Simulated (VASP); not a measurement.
Crystal: TaBe3Se5.

```
Ta Be Se
1.0
     4.98537    0.00000    0.00000
    -2.49268    4.31745    0.00000
     0.00000    0.00000    9.92509
Ta Be Se
1 3 5
Direct
  0.00000 0.00000 0.50000
  0.50000 0.00000 0.00000
  0.00000 0.50000 0.00000
  0.50000 0.50000 0.00000
  0.00000 0.00000 0.73364
  0.00000 0.00000 0.26636
  0.50000 0.00000 0.50000
  0.00000 0.50000 0.50000
  0.50000 0.50000 0.50000
```

The cell was generated, and may not be a known phase.

```yaml
Program: VASP 6.6.1
Task: relaxation of cell and atoms
Functional: PBE
Potentials_or_basis: VASP PAW PBE potentials, release 64 (Ta_pv, Be, Se)
Cutoff: 600 eV
k_mesh: 6 × 6 × 2
Occupations: gaussian, width 0.1 eV
Spin: no spin polarisation
```

At the start: pressure 14.1 GPa; volume 23.74 Å³/atom.

**Question.** How do energy, volume and symmetry change on relaxing?

**Answer.** Over 28 steps the energy falls by 503.2 meV/atom and the volume is 22.01 Å³/atom (-7.3 %); space group P6/mmm (No. 191, to 0.1 Å) before and after.

The path:
| step | energy change (eV) | largest force (eV/Å) | pressure (GPa) | volume (Å³) |
| --- | --- | --- | --- | --- |
| 1 | 0.0000 | 4.6921 | 14.06 | 213.63 |
| 2 | -1.2461 | 0.4157 | -6.86 | 284.47 |
| 3 | -2.0749 | 0.8472 | -1.62 | 252.06 |
| 4 | -2.0753 | 0.8963 | -1.42 | 251.25 |
| 5 | -2.3622 | 1.3581 | -1.50 | 245.75 |
| 6 | -2.9738 | 3.1561 | -1.01 | 228.37 |
| 7 | -0.8173 | 9.6905 | 7.22 | 189.63 |
| 8 | -2.2791 | 6.5368 | 3.10 | 208.57 |
| 9 | -2.6186 | 5.1139 | 1.09 | 219.50 |
| 10 | -2.6631 | 5.0687 | 1.03 | 218.85 |
| 11 | -2.7879 | 4.9297 | 0.87 | 216.89 |
| 12 | -2.9947 | 4.6323 | 0.64 | 212.94 |
| 13 | -3.1931 | 3.9118 | 0.59 | 204.89 |
| 14 | -2.9520 | 1.7653 | 1.69 | 188.17 |
| 15 | -3.0432 | 3.9228 | 1.18 | 199.98 |
| 16 | -3.3073 | 3.2199 | 0.53 | 200.29 |
| 17 | -3.8878 | 1.5423 | -1.08 | 201.14 |
| 18 | -4.3636 | 0.3997 | -2.50 | 202.52 |
| 19 | -4.3821 | 0.6324 | -2.53 | 202.74 |
| 20 | -4.3841 | 0.7142 | -2.53 | 202.82 |
| 21 | -4.4413 | 0.6700 | -1.64 | 200.36 |
| 22 | -4.4896 | 0.5982 | 0.18 | 195.94 |
| 23 | -4.4902 | 0.5853 | 0.46 | 195.32 |
| 24 | -4.5022 | 0.4837 | 0.43 | 195.62 |
| 25 | -4.5243 | 0.1391 | 0.40 | 196.52 |
| 26 | -4.5036 | 0.5474 | 0.47 | 198.32 |
| 27 | -4.5271 | 0.0460 | 0.41 | 196.99 |
| 28 | -4.5286 | 0.0138 | 0.03 | 198.07 |

Final structure:
```yaml
crystal:
  lattice:
    - [5.25548, 0.00000, 0.00000]
    - [-2.62774, 4.55138, 0.00000]
    - [0.00000, 0.00000, 8.28047]
  atoms:
    - { symbol: Ta, position: [0.00000, 0.00000, 0.50000] }
    - { symbol: Be, position: [0.50000, 0.00000, 0.00000] }
    - { symbol: Be, position: [0.00000, 0.50000, 0.00000] }
    - { symbol: Be, position: [0.50000, 0.50000, 0.00000] }
    - { symbol: Se, position: [0.00000, 0.00000, 0.81627] }
    - { symbol: Se, position: [0.00000, 0.00000, 0.18373] }
    - { symbol: Se, position: [0.50000, 0.00000, 0.50000] }
    - { symbol: Se, position: [0.00000, 0.50000, 0.50000] }
    - { symbol: Se, position: [0.50000, 0.50000, 0.50000] }
```

Caveat: a cell axis changed by over 15 % at a fixed basis, so the end point is rough; an odd number of electrons without spin polarisation forces a metal; a magnetic or distorted state may lie lower.
